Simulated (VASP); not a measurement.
Here is a VASP 6.6.1 calculation.

INCAR

```
SYSTEM = W
PREC = Accurate
ENCUT = 520
EDIFF = 1E-6
ISMEAR = 0
SIGMA = 0.15
LREAL = .False.
LASPH = .True.
NELM = 60
ALGO = Fast
ISIF = 2
LWAVE = .False.
LCHARG = .True.
GGA = PE
LELF = .True.
LVHAR = .True.
NBANDS = 13
```

KPOINTS

```
Automatic mesh
0
Gamma
  20 20 20
  0 0 0
```

The input POSCAR:

```
W
1.0
   -1.5613607500      1.5973000000      1.5613607500
    1.6332392500     -1.5973000000      1.6332392500
    1.5613607500      1.5973000000     -1.5613607500
W
1
Direct
    0.0000000000      0.0000000000      0.0000000000
```

Potentials or basis: VASP PAW PBE potentials, release 64 (W_sv).

Launch:

```bash
$ cat potpaw_PBE.64/W_sv/POTCAR > POTCAR
$ mpirun -np 1 vasp_std > vasp.out
```

Q: Predict the pressure.

A: -2.1 GPa.

Q: Estimate the band gap on the k mesh.

A: Zero (band 7 reaches 15.54 eV, above the bottom of band 8 at 9.96 eV).

Stress tensor (GPa, compression positive):
```
-2.21  0.00 -6.48
 0.00 -1.98  0.00
-6.48  0.00 -2.21
```

Caveat: the cell differs from its parent crystal (strain +0.0450 x Voigt [0, 0, 0, 0, 1, 0]); spin-orbit coupling is left out, which moves the levels of the heavy elements.
